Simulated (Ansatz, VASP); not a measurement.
One calculation of PbS, two programs

```xyz
2
Lattice="3.4577 0.0000 0.0000 0.0000 3.4577 0.0000 0.0000 0.0000 3.7458" Properties=species:S:1:pos:R:3 pbc="T T T"
Pb    0.0000    0.0000    0.0000
S     1.7288    1.7288    1.8729
```

Change from the starting cell: strain -0.040 along x and y, +0.040 along z, atoms carried along.

Alike in both runs: task single point; functional PBE; dispersion D3(BJ); k mesh 16 × 16 × 16; occupations gaussian, width 0.15 eV; no spin polarisation.

```csv
,VASP,Ansatz
version,VASP 6.6.1,Ansatz 0.2.0
potentials or method,"VASP PAW PBE potentials, release 64 (Pb_d, S), cutoff 520 eV","scalar-relativistic, plane waves, PAW"
valence electrons in the cell,20,20
```

```csv
,VASP,Ansatz,Ansatz less VASP
gap on the k mesh at the Fermi level (eV),none,none,-
pressure (GPa),2.7,2.7,+0.08
"traceless stress, the component that is largest in VASP (GPa)",-5.08,-5.08,-0.003
```

A gap of «none» marks a metal or a gap that the smearing closes.

Neither program's run includes spin-orbit coupling.
